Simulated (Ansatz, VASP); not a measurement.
# Lu in VASP and in Ansatz

```xyz
1
Lattice="-1.9487 1.9487 1.9487 1.9487 -1.9487 1.9487 1.9487 1.9487 -1.9487" Properties=species:S:1:pos:R:3 pbc="T T T"
Lu    0.0000    0.0000    0.0000
```

Alike in both runs: task relaxation of cell and atoms; functional PBE; k mesh 15 × 15 × 15; occupations fermi-dirac, width 0.05 eV; no spin polarisation.

|  | VASP | Ansatz |
| --- | --- | --- |
| version | VASP 6.6.1 | Ansatz 0.2.0 |
| potentials or method | VASP PAW PBE potentials, release 64 (Lu), cutoff 600 eV | all-electron LAPW, scalar-relativistic |

```csv
,VASP,Ansatz,Ansatz less VASP
relaxed volume (Å³/atom),29.73,29.60,-0.131
relaxed length of the cell vector where the two differ most in proportion (Å),3.380,3.375,-0.0050
```

Ansatz ran all-electron here, and VASP with PAW potentials.

Neither program's run includes spin-orbit coupling.
